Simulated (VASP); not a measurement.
# H6Pb (Fm-3m) in VASP: notebook

Runs on H6Pb. Level: PBE. Tasks: single point, relaxation of cell and atoms.

All numbers are computed with VASP 6.6.1; they aren't measurements. Logs are shortened: lines on timing, memory, paths and dates and some standing lists are left out, and cuts for length are marked.

## Step 1: The cell of the first run

It takes space group Fm-3m (No. 225, cubic). The conventional cell has a = 6.149 Å, b = 6.149 Å, c = 6.149 Å, α = 90.00°, β = 90.00°, γ = 90.00°. Within 2.9 Å of H (site symmetry mmm) lie 8 H at 2.17 Å and 2 Pb at 2.17 Å. Within 2.9 Å of Pb (site symmetry m-3m) lie 12 H at 2.17 Å.

The cell was generated, and may not be a known phase.

## Step 2: Single point, PBE

INCAR

```
PREC = Accurate ; ENCUT = 520
EDIFF = 1E-7 ; ISMEAR = 0
SIGMA = 0.1 ; LREAL = False
LASPH = True ; NELM = 100
ALGO = Normal ; ISIF = 2
LWAVE = False ; LCHARG = False
GGA = PE ; NBANDS = 19
```

KPOINTS

```
Automatic mesh
0
Gamma
  10 10 10
```

POSCAR

```
H6Pb
1.0
    0.0000000000      3.0745046496      3.0745046496
    3.0745046496      0.0000000000      3.0745046496
    3.0745046496      3.0745046496      0.0000000000
H Pb
6 1
Direct
    0.5000000000      0.5000000000      0.0000000000
    0.5000000000      0.0000000000      0.5000000000
    0.0000000000      0.0000000000      0.5000000000
    0.0000000000      0.5000000000      0.0000000000
    0.0000000000      0.5000000000      0.5000000000
    0.5000000000      0.0000000000      0.0000000000
    0.0000000000      0.0000000000      0.0000000000
```

Potentials or basis: VASP PAW PBE potentials, release 64 (H, Pb_d).

On the command line:

```
$ cat potpaw_PBE.64/H/POTCAR potpaw_PBE.64/Pb_d/POTCAR > POTCAR
$ mpirun -np 1 vasp_std > vasp.out
```

OUTCAR:

```text
PREC = Accurate
   ENCUT = 520
   EDIFF = 1E-7
   ISMEAR = 0
   LREAL = False
   LASPH = True
   NELM = 100
   ISIF = 2
   GGA = PE

 ion  position               nearest neighbor table
   1  0.500  0.500  0.000-   7 2.17   7 2.17
   2  0.500  0.000  0.500-   7 2.17   7 2.17
   3  0.000  0.000  0.500-   7 2.17   7 2.17
   4  0.000  0.500  0.000-   7 2.17   7 2.17
   5  0.000  0.500  0.500-   7 2.17   7 2.17
   6  0.500  0.000  0.000-   7 2.17   7 2.17
   7  0.000  0.000  0.000-   3 2.17   4 2.17   6 2.17   2 2.17   3 2.17   5 2.17   1 2.17   4 2.17
                             5 2.17   1 2.17   2 2.17   6 2.17

  LATTYP: Found a face centered cubic cell.
 ALAT       =     6.1490092992

  Lattice vectors:

 A1 = (   0.0000000000,   3.0745046496,   3.0745046496)
 A2 = (   3.0745046496,   0.0000000000,   3.0745046496)
 A3 = (   3.0745046496,   3.0745046496,   0.0000000000)

Analysis of symmetry for initial positions (statically):
=====================================================================
 Subroutine PRICEL returns:
 Original cell was already a primitive cell.

 Routine SETGRP: Setting up the symmetry group for a
 face centered cubic supercell.

 Subroutine GETGRP returns: Found 48 space group operations
 (whereof 48 operations were pure point group operations)
 out of a pool of 48 trial point group operations.

The static configuration has the point symmetry O_h .

Analysis of symmetry for dynamics (positions and initial velocities):
=====================================================================
 Subroutine PRICEL returns:
 Original cell was already a primitive cell.

 Routine SETGRP: Setting up the symmetry group for a
 face centered cubic supercell.

 Subroutine GETGRP returns: Found 48 space group operations
 (whereof 48 operations were pure point group operations)
 out of a pool of 48 trial point group operations.

The dynamic configuration has the point symmetry O_h .

 Subroutine INISYM returns: Found 48 space group operations
 (whereof 48 operations are pure point group operations),
 and found     1 'primitive' translations

----------------------------------------------------------------------------------------

                                     Primitive cell

  volume of cell :      58.1240

  direct lattice vectors                    reciprocal lattice vectors
     0.000000000  3.074504650  3.074504650    -0.162627824  0.162627824  0.162627824
     3.074504650  0.000000000  3.074504650     0.162627824 -0.162627824  0.162627824
     3.074504650  3.074504650  0.000000000     0.162627824  0.162627824 -0.162627824

  length of vectors
     4.348006173  4.348006173  4.348006173     0.281679653  0.281679653  0.281679653

  position of ions in fractional coordinates (direct lattice)
     0.500000000  0.500000000  0.000000000
     0.500000000  0.000000000  0.500000000
     0.000000000  0.000000000  0.500000000
     0.000000000  0.500000000  0.000000000
     0.000000000  0.500000000  0.500000000
     0.500000000  0.000000000  0.000000000
     0.000000000  0.000000000  0.000000000

  ion indices of the primitive-cell ions
   primitive index   ion index
                 1           1
                 2           2
                 3           3
                 4           4
                 5           5
                 6           6
                 7           7

----------------------------------------------------------------------------------------

 KPOINTS: Automatic mesh

Automatic generation of k-mesh.
 Grid dimensions read from file:
 generate k-points for:   10   10   10

 Generating k-lattice:

  Cartesian coordinates                     Fractional coordinates (reciprocal lattice)
    -0.016262782  0.016262782  0.016262782     0.100000000  0.000000000  0.000000000
     0.016262782 -0.016262782  0.016262782     0.000000000  0.100000000  0.000000000
     0.016262782  0.016262782 -0.016262782     0.000000000  0.000000000  0.100000000

  Length of vectors
     0.028167965  0.028167965  0.028167965

  Shift w.r.t. Gamma in fractional coordinates (k-lattice)
     0.000000000  0.000000000  0.000000000

 Subroutine IBZKPT returns following result:
 ===========================================

 Found     47 irreducible k-points:

 Following reciprocal coordinates:
            Coordinates               Weight
  0.000000  0.000000  0.000000      1.000000
  0.100000  0.000000  0.000000      8.000000
  0.200000  0.000000  0.000000      8.000000
  0.300000  0.000000  0.000000      8.000000
  0.400000  0.000000  0.000000      8.000000
  0.500000  0.000000  0.000000      4.000000
[... 16 lines left out ...]
  0.300000  0.300000  0.000000      6.000000
  0.400000  0.300000  0.000000     24.000000
 [... further k-points ...]
   k-points           NKPTS =     47   k-points in BZ     NKDIM =     47   number of bands    NBANDS=     19
   number of dos      NEDOS =    301   number of ions     NIONS =      7
   total plane-waves  NPLWV =  32768
   dimension x,y,z NGX =    32 NGY =   32 NGZ =   32
   dimension x,y,z NGXF=    64 NGYF=   64 NGZF=   64
   ions per type =               6   1
   NGX,Y,Z   is equivalent  to a cutoff of  12.24, 12.24, 12.24 a.u.
   NGXF,Y,Z  is equivalent  to a cutoff of  24.47, 24.47, 24.47 a.u.
 SYSTEM =  unknown system
   PREC   = accura    normal or accurate (medium, high low for compatibility)
   ISTART =      0    job   : 0-new  1-cont  2-samecut
   ICHARG =      2    charge: 1-file 2-atom 10-const
   ISPIN  =      1    spin polarized calculation?
   LNONCOLLINEAR =      F non collinear calculations
   LSORBIT =      F    spin-orbit coupling
   LASPH  =      T    aspherical Exc in radial PAW
   ENCUT  =  520.0 eV  38.22 Ry    6.18 a.u.   8.08  8.08  8.08*2*pi/ulx,y,z
   NELM   =    100;   NELMIN=  2; NELMDL= -5     # of ELM steps
   EDIFF  = 0.1E-06   stopping-criterion for ELM
   LREAL  =      F    real-space projection
   EDIFFG = 0.1E-05   stopping-criterion for IOM
   NSW    =      0    number of steps for IOM
   IBRION =     -1    ionic relax: 0-MD 1-quasi-New 2-CG
   NFREE  =      0    steps in history (QN), initial steepest desc. (CG)
   ISIF   =      2    stress and relaxation
   ISYM   =      2    0-nonsym 1-usesym 2-fastsym
   POTIM  = 0.5000    time-step for ionic-motion
   TEBEG  =    0.0;   TEEND  =   0.0 temperature during run
   PSTRESS=    0.0 pullay stress
   NELECT =      20.0000    total number of electrons
   NUPDOWN=      -1.0000    fix difference up-down
   EMIN   =  10.00;   EMAX   =-10.00  energy-range for DOS
   EFERMI =   0.00;   METHOD = LEGACY
   ISMEAR =     0;   SIGMA  =   0.10  broadening in eV -4-tet -1-fermi 0-gaus
   EFERMI_NEDOS =   21; number of points for ismear=-14 and -15
   IALGO  =     38    algorithm
   IMIX   =      4    mixing-type and parameters
     AMIX     =   0.40;   BMIX     =  1.00
     AMIX_MAG =   1.60;   BMIX_MAG =  1.00
  volume/ion in A,a.u.               =       8.30        56.03
  Fermi-wavevector in a.u.,A,eV,Ry     =   1.147184  2.167863 17.905685  1.316031
  Thomas-Fermi vector in A             =   2.283865
   LORBIT       =      0    0 simple, 1 ext, 2 COOP (PROOUT), +10 PAW based schemes
   GGA     = PE    functional components
   LHFCALC =     F    Hartree Fock is set to
   AEXX    =    0.0000 exact exchange contribution
   IVDW    =     0    specifies the selected vdW correction
   LEPSILON=     F    determine dielectric tensor
   LRPA    =     F    only Hartree local field effects (RPA)
 non-spin polarized calculation
 Gauss-broadening in eV      SIGMA  =   0.10
  energy-cutoff  :      520.00
  volume of cell :       58.12
 maximum number of plane-waves:      1588
   NGX = 17   NGY = 17   NGZ = 17

 number of electron      19.9999997 magnetization

 Free energy of the ion-electron system (eV)
  ---------------------------------------------------
  ext. energy  EPLUGINS =         0.00000000
  ---------------------------------------------------
  free energy    TOTEN  =       -15.51784727 eV

  energy without entropy =      -15.50875218  energy(sigma->0) =      -15.51329973

 E-fermi :   3.1416     XC(G=0):  -9.5229

 val. band max:        3.1350714263   @ k =  -0.2000   0.2000   0.0000
 cond. band min:       3.1596023679   @ k =   0.3000   0.0000   0.0000
 fundamental gap:      0.0245309416
 Fermi energy:         3.1415787263

 k-point     1 :       0.0000    0.0000    0.0000
  band No.  band energies     occupation
      1     -13.7496      2.00000
      2     -13.7496      2.00000
      3     -13.7496      2.00000
      4     -13.6714      2.00000
      5     -13.6714      2.00000
      6      -8.8114      2.00000
[... 11 lines left out ...]
     18      12.1367      0.00000
     19      12.1367      0.00000

 k-point     2 :       0.1000    0.0000    0.0000
  band No.  band energies     occupation
      1     -13.7470      2.00000
      2     -13.7442      2.00000
      3     -13.7442      2.00000
      4     -13.6700      2.00000
      5     -13.6700      2.00000
      6      -8.7008      2.00000
[... 11 lines left out ...]
     18      12.4532      0.00000
     19      12.4532      0.00000

 k-point     3 :       0.2000    0.0000    0.0000
  band No.  band energies     occupation
      1     -13.7404      2.00000
      2     -13.7324      2.00000
      3     -13.7324      2.00000
      4     -13.6636      2.00000
      5     -13.6636      2.00000
      6      -8.3730      2.00000
[... 11 lines left out ...]
     18      13.2749      0.00000
     19      13.2749      0.00000

 k-point     4 :       0.3000    0.0000    0.0000
  band No.  band energies     occupation
      1     -13.7332      2.00000
      2     -13.7238      2.00000
      3     -13.7238      2.00000
      4     -13.6495      2.00000
      5     -13.6495      2.00000
      6      -7.8492      2.00000
[... 407 lines left out ...]
     18      14.0457      0.00000
     19      15.0792      0.00000

 k-point    23 :       0.3000    0.3000    0.0000
  band No.  band energies     occupation
      1     -13.7688      2.00000
      2     -13.6847      2.00000
      3     -13.6739      2.00000
      4     -13.6739      2.00000
      5     -13.6384      2.00000
      6      -7.5084      2.00000
[... 11 lines left out ...]
     18      13.9735      0.00000
     19      13.9735      0.00000

 k-point    24 :       0.4000    0.3000    0.0000
  band No.  band energies     occupation
      1     -13.7668      2.00000
      2     -13.6868      2.00000
      3     -13.6629      2.00000
      4     -13.6594      2.00000
      5     -13.6291      2.00000
      6      -7.0076      2.00000
[... 11 lines left out ...]
     18      14.7098      0.00000
     19      14.8668      0.00000

 [... further k-points ...]
[... 5 lines left out ...]
  --------------------------------------------------------------------------------------
  -------------------------------------------------------------------------------------
  Total       -0.0640087     -0.0640087     -0.0640087     -0.0000000      0.0000000     -0.0000000
  in kB       -1.7643889     -1.7643889     -1.7643889     -0.0000000      0.0000000     -0.0000000
  external PRESSURE =      -1.7643889 kB  Pullay stress =       0.0000000 kB

 VOLUME and BASIS-vectors are now :
 -----------------------------------------------------------------------------
  energy-cutoff  :      520.00
  volume of cell :       58.12
      direct lattice vectors                 reciprocal lattice vectors
     0.000000000  3.074504650  3.074504650    -0.162627824  0.162627824  0.162627824
     3.074504650  0.000000000  3.074504650     0.162627824 -0.162627824  0.162627824
     3.074504650  3.074504650  0.000000000     0.162627824  0.162627824 -0.162627824

 POSITION                                       TOTAL-FORCE (eV/Angst)
 -----------------------------------------------------------------------------------
      1.53725      1.53725      3.07450        -0.000000      0.000000      0.000000
      1.53725      3.07450      1.53725         0.000000     -0.000000      0.000000
      1.53725      1.53725      0.00000        -0.000000     -0.000000     -0.000000
      1.53725      0.00000      1.53725         0.000000     -0.000000      0.000000
      3.07450      1.53725      1.53725        -0.000000      0.000000     -0.000000
      0.00000      1.53725      1.53725        -0.000000      0.000000     -0.000000
      0.00000      0.00000      0.00000        -0.000000     -0.000000     -0.000000
 -----------------------------------------------------------------------------------
    total drift:                                0.000000     -0.000000     -0.000000

  FREE ENERGIE OF THE ION-ELECTRON SYSTEM (eV)
  ---------------------------------------------------
  free  energy   TOTEN  =       -15.5178472723 eV

  energy  without entropy=      -15.5087521807  energy(sigma->0) =      -15.51329973
```

It took 18 s on 1 thread of Intel Xeon 6975P-C (Granite Rapids), shared host; peak memory 0.2 GiB.

Results:

- Free energy: -15.5178 eV
- Pressure: -0.2 GPa
- Band gap on the k mesh: zero (bands 10 and 11 overlap by 1.68 eV)

Caveat: spin-orbit coupling is left out, which moves the levels of the heavy elements.

## Step 3: Relaxation of cell and atoms, PBE

This run uses another cell than the first one, of 8.39 Å³/atom.

INCAR

```
PREC = Accurate
ENCUT = 600
EDIFF = 1E-7
ISMEAR = 0
SIGMA = 0.1
LREAL = F
LASPH = T
NELM = 60
ALGO = Normal
ISIF = 3
LWAVE = F
LCHARG = F
GGA = PE
IBRION = 2
NSW = 100
EDIFFG = -0.01
```

KPOINTS

```
regular mesh
0
Gamma
  10 10 10
```

POSCAR: that of step 2 with these lines changed.

```diff
@@ -2,5 +2,5 @@
 1.0
-    0.0000000000      3.0745046496      3.0745046496
-    3.0745046496      0.0000000000      3.0745046496
-    3.0745046496      3.0745046496      0.0000000000
+    0.0000000000      3.0846706510      3.0846706510
+    3.0846706510      0.0000000000      3.0846706510
+    3.0846706510      3.0846706510      0.0000000000
 H Pb
```

Potentials or basis: VASP PAW PBE potentials, release 64 (H, Pb_d).

On the command line:

```
$ cat potpaw_PBE.64/H/POTCAR potpaw_PBE.64/Pb_d/POTCAR > POTCAR
$ mpirun -np 1 vasp_std > vasp.out
```

Run time: 51 s. Hardware: 1 thread of Intel Xeon 6975P-C (Granite Rapids), shared host; peak memory 0.23 GiB.

Results (log left out):

```
Free energy                           : -15.5192 eV
Relaxed volume                        : 8.31 Å³/atom
Relaxed cell                          : a = 4.349 Å, b = 4.349 Å, c = 4.349 Å, α = 60.00°, β = 60.00°, γ = 60.00°
Space group after relaxing (to 0.1 Å) : Fm-3m (No. 225)
Energy gained by relaxing             : 0.2 meV/atom
Ionic steps                           : 3
Pressure after relaxing               : -0.1 GPa
Band gap on the k mesh                : zero (bands 10 and 11 overlap by 1.67 eV)
```

Step by step:
```csv
step,energy change (eV),largest force (eV/Å),pressure (GPa),volume (Å³)
1,0.0000,0.0000,-0.57,58.70
2,-0.0007,0.0000,-0.34,58.45
3,-0.0011,0.0000,-0.07,58.16
```

Final structure:
```
H Pb
1.0
     0.00000    3.07519    3.07519
     3.07519    0.00000    3.07519
     3.07519    3.07519    0.00000
H Pb
6 1
Direct
  0.50000 0.50000 0.00000
  0.50000 0.00000 0.50000
  0.00000 0.00000 0.50000
  0.00000 0.50000 0.00000
  0.00000 0.50000 0.50000
  0.50000 0.00000 0.00000
  0.00000 0.00000 0.00000
```

Levels at points of the mesh, in eV from the Fermi level:
```csv
k point,band 8,band 9,band 10,band 11,band 12,band 13
"(0.00, 0.00, 0.00)",-0.98,-0.98,1.49,1.74,1.74,2.00
"(0.50, 0.00, 0.00)",-2.09,-2.09,-0.18,-0.18,-0.17,6.03
"(0.50, 0.50, 0.00)",-4.06,-4.06,-2.26,0.17,1.83,8.52
```

Caveat: spin-orbit coupling is left out, which moves the levels of the heavy elements.

The gap in the log of VASP goes by the Fermi energy; the results here count the filled bands.